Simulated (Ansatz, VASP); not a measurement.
One calculation of AgCl, two programs

```
CELL_PARAMETERS angstrom
0.00000 2.68996 2.73155
2.68996 0.00000 2.73155
2.68996 2.68996 0.00000
ATOMIC_POSITIONS crystal
Ag 0.50000 0.50000 0.50000
Cl 0.00000 0.00000 0.00000
```

Change from the starting cell: strain -0.030 along x and y, -0.015 along z, atoms carried along.

Alike in both runs: task single point; functional r2SCAN; k mesh 8 × 8 × 8; occupations gaussian, width 0.05 eV; no spin polarisation.

|  | VASP | Ansatz |
| --- | --- | --- |
| version | VASP 6.6.1 | Ansatz 0.2.0 |
| potentials or method | VASP PAW PBE potentials, release 64 (Ag, Cl), cutoff 520 eV | scalar-relativistic, plane waves, PAW |
| valence electrons in the cell | 18 | 26 |

```csv
,VASP,Ansatz,Ansatz less VASP
gap on the k mesh at the Fermi level (eV),1.38,1.43,+0.054
least direct gap on the mesh (eV),3.99,4.03,+0.045
pressure (GPa),4.6,4.7,+0.06
"traceless stress, the component that is largest in VASP (GPa)",-0.58,-0.58,-0.007
```

VASP's potentials were made for PBE, not for r2SCAN. VASP's potentials hold 18 valence electrons a cell and Ansatz's 26, so a difference there can come from the potentials and not from the codes.
